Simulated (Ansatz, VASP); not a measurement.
One calculation of As, two programs

```
As
1.0
     1.92406   -5.92595    0.00000
     1.92406    5.92595    0.00000
     0.00000    0.00000    4.84887
As
4
Cartesian
  1.9241 4.6698 4.5156
  1.9241 -1.2562 2.7577
  1.9241 -4.6698 0.3332
  1.9241 1.2562 2.0912
```

Alike in both runs: task single point; functional PBE; k mesh 10 × 10 × 8; occupations fermi-dirac, width 0.1 eV; no spin polarisation.

|  | VASP | Ansatz |
| --- | --- | --- |
| version | VASP 6.6.1 | Ansatz 0.2.0 |
| potentials or method | VASP PAW PBE potentials, release 64 (As), cutoff 500 eV | plane waves (420 eV) with PAW, scalar-relativistic |
| valence electrons in the cell | 20 | 60 |

```csv
,VASP,Ansatz,Ansatz less VASP
pressure (GPa),-5.1,-5.2,-0.14
"traceless stress, the component that is largest in VASP (GPa)",-0.65,-0.63,+0.013
```

The functional is the same, so the differences come from potentials, cutoffs and numerics. VASP's potentials hold 20 valence electrons a cell and Ansatz's 60, so a difference there can come from the potentials and not from the codes.
